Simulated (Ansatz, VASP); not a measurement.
**MnO in VASP and in Ansatz**

```
Mn O
1.0
     2.95135   -1.70546    0.00000
     2.95135    1.70546    0.00000
    -1.97131    0.00000    2.79145
Mn O
1 1
Direct
  0.50020 0.50020 0.50067
  0.74980 0.74980 0.24934
```

Change from the starting cell: volume scaled by 0.98.

Alike in both runs: task single point; functional LDA; k mesh 9 × 9 × 9; occupations fermi-dirac, width 0.05 eV; collinear spin.

|  | VASP | Ansatz |
| --- | --- | --- |
| version | VASP 6.6.1 | Ansatz 0.2.0 |
| potentials or method | VASP PAW LDA potentials, release 64 (Mn_pv, O), cutoff 520 eV | all-electron LAPW, scalar-relativistic |

|  | VASP | Ansatz | Ansatz less VASP |
| --- | --- | --- | --- |
| gap on the k mesh at the Fermi level (eV) | none | none | - |
| pressure (GPa) | -12.2 | -11.6 | +0.58 |
| traceless stress, the component that is largest in VASP (GPa) | -0.15 | -0.15 | +0.004 |
| net moment per atom (μB) | 2.44 | 2.47 | +0.028 |
| size of the moment on the site where the two differ most (μB) | 4.31 | 4.27 | -0.048 |

LDA's correlation is that of Perdew and Zunger in VASP and of Perdew and Wang (1992) in Ansatz. Site moments also hang on the region over which each program counts them. A gap of «none» marks a metal or a gap that the smearing closes. Ansatz ran all-electron here, and VASP with PAW potentials.
